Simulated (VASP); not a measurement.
Input of a VASP 6.6.1 run:

The input POSCAR:

```
Au
1.0
    3.2753759639      0.0000000000      0.0000000000
    0.0000000000      3.2753759639      0.0000000000
    0.0000000000      0.0000000000      3.2753759639
Au
2
Direct
    0.0000000000      0.0000000000      0.0000000000
    0.5000000000      0.5000000000      0.5000000000
```

Contents of INCAR.step1:

```
  ALGO = Normal
  EDIFF = 1E-4
  ENCUT = 520
  GGA = PE
  ISMEAR = 0
  LASPH = T
  LCHARG = F
  LREAL = F
  LWAVE = T
  NBANDS = 18
  NELM = 60
  PREC = Accurate
  SIGMA = 0.1
```

The input INCAR.step2:

```
  ALGO = Normal
  EDIFF = 1E-7
  ENCUT = 520
  ISIF = 2
  ISMEAR = 0
  ISTART = 1
  LASPH = T
  LCHARG = F
  LMIXTAU = T
  LREAL = F
  LWAVE = F
  METAGGA = R2SCAN
  NBANDS = 18
  NELM = 60
  PREC = Accurate
  SIGMA = 0.1
```

File KPOINTS:

```
k-points
0
Gamma
  16 16 16
```

Potentials or basis: VASP PAW PBE potentials, release 64 (Au).

Launch:

```console
$ cat potpaw_PBE.64/Au/POTCAR > POTCAR
$ cp INCAR.step1 INCAR
$ mpirun -np 1 vasp_std > vasp.out
$ cp INCAR.step2 INCAR
$ mpirun -np 1 vasp_std > vasp.out
```

Task: What does it give for the band gap on the k mesh?

Result: Zero (band 11 reaches 11.92 eV, above the bottom of band 12 at 6.77 eV).

Task: Estimate the pressure.

Result: 0.6 GPa.

Caveat: the PAW data sets were made with another functional, which shifts forces and pressure a little; spin-orbit coupling is left out, which moves the levels of the heavy elements.
